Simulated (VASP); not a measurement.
Crystal: Te.

```
Te
1.0
     4.61821    0.00000    0.00000
    -2.30910    3.99949    0.00000
     0.00000    0.00000    5.88511
Te
3
Direct
  0.00000 0.25573 0.33333
  0.25573 0.00000 0.66667
  0.74427 0.74427 0.00000
```

| Item | Value |
| --- | --- |
| Program | VASP 6.6.1 |
| Task | relaxation of cell and atoms |
| Functional | PBE |
| Potentials or basis | VASP PAW PBE potentials, release 64 (Te) |
| Cutoff | 600 eV |
| k mesh | 9 × 9 × 6 |
| Occupations | gaussian, width 0.02 eV |
| Spin | no spin polarisation |

At the start: pressure 0.6 GPa; volume 36.23 Å³/atom.

Question: How do energy, volume and symmetry change on relaxing?

Answer: Over 11 steps the energy falls by 5.9 meV/atom and the volume is 35.04 Å³/atom (-3.3 %); space group P3_221 (No. 154, to 0.1 Å) before and after.

The path:
| step | energy change (eV) | largest force (eV/Å) | pressure (GPa) | volume (Å³) |
| --- | --- | --- | --- | --- |
| 1 | 0.0000 | 0.2274 | 0.56 | 108.70 |
| 2 | -0.0045 | 0.0283 | -0.59 | 110.71 |
| 3 | -0.0055 | 0.0861 | -0.25 | 110.09 |
| 4 | -0.0078 | 0.0778 | -0.22 | 109.53 |
| 5 | -0.0134 | 0.0552 | -0.11 | 107.86 |
| 6 | -0.0170 | 0.0174 | 0.27 | 104.56 |
| 7 | -0.0172 | 0.0243 | 0.19 | 105.18 |
| 8 | -0.0157 | 0.0746 | -0.48 | 105.82 |
| 9 | -0.0176 | 0.0087 | -0.03 | 105.38 |
| 10 | -0.0178 | 0.0038 | -0.01 | 105.23 |
| 11 | -0.0178 | 0.0006 | 0.01 | 105.13 |

Final structure:
```
Te
1.0
     4.51506    0.00000    0.00000
    -2.25753    3.91016    0.00000
     0.00000    0.00000    5.95463
Te
3
Direct
  0.00000 0.26897 0.33333
  0.26897 0.00000 0.66667
  0.73103 0.73103 0.00000
```
